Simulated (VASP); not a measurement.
Write the native input for VASP 6.6.1 that does the following.

```yaml
Task: single point
Functional: r2SCAN
Potentials_or_basis: VASP PAW PBE potentials, release 64 (Ti_sv, O_h)
Cutoff: 910 eV
k_mesh: 3 × 3 × 1
Occupations: gaussian, width 0.1 eV
Spin: no spin polarisation
Dipole_correction: no
Second_run: hard_potentials
Further_INCAR_settings: ALGO = Normal; EDIFF = 1e-06; NBANDS = 26
```

The system is TiO.

```
CELL_PARAMETERS angstrom
2.85161 0.00000 0.00000
-1.42580 2.46956 0.00000
0.00000 0.00000 5.56750
ATOMIC_POSITIONS crystal
Ti 0.33333 0.66667 0.25000
Ti 0.66667 0.33333 0.75000
O 0.00000 0.00000 0.00000
O 0.00000 0.00000 0.50000
```

The input as run:

POSCAR

```
TiO
1.0
    2.8516080131      0.0000000000      0.0000000000
   -1.4258040066      2.4695649810      0.0000000000
    0.0000000000      0.0000000000      5.5675030000
Ti O
2 2
Direct
    0.3333333333      0.6666666667      0.2500000000
    0.6666666667      0.3333333333      0.7500000000
    0.0000000000      0.0000000000      0.0000000000
    0.0000000000      0.0000000000      0.5000000000
```

INCAR.step1

```
ALGO = Normal ; EDIFF = 1E-5
ENCUT = 910 ; GGA = PE
GGA_COMPAT = F ; ISMEAR = 0
LASPH = T ; LCHARG = F
LREAL = F ; LWAVE = T
NBANDS = 26 ; NELM = 120
PREC = Accurate ; SIGMA = 0.1
```

INCAR.step2

```
ALGO = Normal ; EDIFF = 1E-6
ENCUT = 910 ; GGA_COMPAT = F
ISIF = 2 ; ISMEAR = 0
ISTART = 1 ; LASPH = T
LCHARG = F ; LMIXTAU = T
LREAL = F ; LWAVE = F
METAGGA = R2SCAN ; NBANDS = 26
NELM = 120 ; PREC = Accurate
SIGMA = 0.1
```

KPOINTS

```
k-points
0
Gamma
  3 3 1
```

Potentials or basis: VASP PAW PBE potentials, release 64 (Ti_sv, O_h).

Launch:

```sh
$ cat potpaw_PBE.64/Ti_sv/POTCAR potpaw_PBE.64/O_h/POTCAR > POTCAR
$ cp INCAR.step1 INCAR
$ mpirun -np 1 vasp_std > vasp.out
$ cp INCAR.step2 INCAR
$ mpirun -np 1 vasp_std > vasp.out
```

Results of the run:

```json
{
  "Pressure": "-1.5 GPa",
  "Band gap on the k mesh": "zero (filled and empty bands touch)"
}
```

Caveat: the k points lie up to 1.13 Å⁻¹ apart; the cutoff is under 1.25 times the usual one of these potentials, so pressure, stress and relaxed cells hold a basis-set (Pulay) error; the PAW data sets were made with another functional, which shifts forces and pressure a little; semilocal functionals often make such compounds metallic where correlation or magnetic order opens a gap, which also shifts bond lengths.

Wall time 89 s on 1 thread of Intel(R) Xeon(R) Platinum 8259CL CPU @ 2.50GHz (Skylake/Cascade Lake), with other jobs on the host, peak memory 0.2 GiB.
